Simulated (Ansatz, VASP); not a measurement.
One calculation of MnHg, two programs

```
Mn Hg
1.0
     3.31500    0.00000    0.00000
     0.00000    3.31500    0.00000
     0.00000    0.00000    3.31500
Mn Hg
1 1
Direct
  0.44000 0.44000 0.44000
  0.06000 0.06000 0.06000
```

Change from the starting cell: shortest bond scaled by 0.76, PAW files.

Alike in both runs: task electric field gradients; functional PBE; k mesh 9 × 9 × 9; occupations fermi-dirac, width 0.05 eV; collinear spin.

|  | VASP | Ansatz |
| --- | --- | --- |
| version | VASP 6.6.1 | Ansatz 0.2.0 |
| potentials or method | VASP PAW PBE potentials, release 64 (Mn_sv, Hg_sv_GW) | PAW with Ansatz's default frozen-core files, scalar-relativistic |
| plane-wave cutoff (eV) | 510 | 420 |
| valence electrons in the cell | 35 | 35 |

VASP gave:

| Property | Result |
| --- | --- |
| rms of the force components (eV/Å) | 3.688 |
| net moment per atom (μB) | 1.85 |
| size of the moment on the site where the two differ most (μB) | 3.45 |
| size of Vzz on the site where it differs most (V/Å²) | 197.8 |

Q: Which values does Ansatz return?

A: rms of the force components (eV/Å): 3.677; net moment per atom (μB): 1.85; size of the moment on the site where the two differ most (μB): 3.33; size of Vzz on the site where it differs most (V/Å²): 203.6.

Site moments also hang on the region over which each program counts them. Atom by atom the forces differ by 0.012 eV/Å (rms over components).

Neither program's run includes spin-orbit coupling.
